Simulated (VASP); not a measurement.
Write the native input for VASP 6.6.1 that does the following.

* Task: single point
* Functional: PBE
* Potentials or basis: VASP PAW PBE potentials, release 64 (Be)
* Cutoff: 520 eV
* k mesh: 13 × 13 × 18
* Occupations: fermi-dirac, width 0.1 eV
* Spin: no spin polarisation
* Dipole correction: no
* Further INCAR settings: ALGO = Normal; EDIFF = 1e-06; NBANDS = 10

The structure of Be lies in POSCAR:

```
Be
1.0
    2.8391776691      0.0000000000      0.0000000000
   -1.4195888345      2.4587999873      0.0000000000
    0.0000000000      0.0000000000      1.6931819093
Be
3
Direct
    0.0000000000      0.0000000000      0.0000000000
    0.3333333333      0.6666666667      0.5000000000
    0.6666666667      0.3333333333      0.5000000000
```

One way to write it, as run:

INCAR

```
PREC     = Accurate       # precision mode
ENCUT    = 520            # plane-wave cutoff, eV
EDIFF    = 1E-6           # SCF threshold, eV
ISMEAR   = -1             # smearing method
SIGMA    = 0.1            # smearing width, eV
LREAL    = False          # projectors in reciprocal space
LASPH    = True           # aspherical terms in the spheres
NELM     = 60             # most SCF steps
ALGO     = Normal         # electronic algorithm
ISIF     = 2              # what is computed and relaxed
LWAVE    = False          # write WAVECAR
LCHARG   = False          # write CHGCAR
GGA      = PE             # functional
NBANDS   = 10             # bands
```

KPOINTS

```
regular mesh
0
Gamma
  13 13 18
```

Potentials or basis: VASP PAW PBE potentials, release 64 (Be).

The run is started by

```sh
$ cat potpaw_PBE.64/Be/POTCAR > POTCAR
$ mpirun -np 1 vasp_std > vasp.out
```

Results of the run:

The pressure is 271.7 GPa. The band gap on the k mesh is zero (band 3 reaches 21.95 eV, above the bottom of band 4 at 12.83 eV).

Run time: 6.8 s on 1 thread of Intel(R) Xeon(R) 6975P-C (Granite Rapids), with other jobs on the host, peak memory 0.13 GiB.
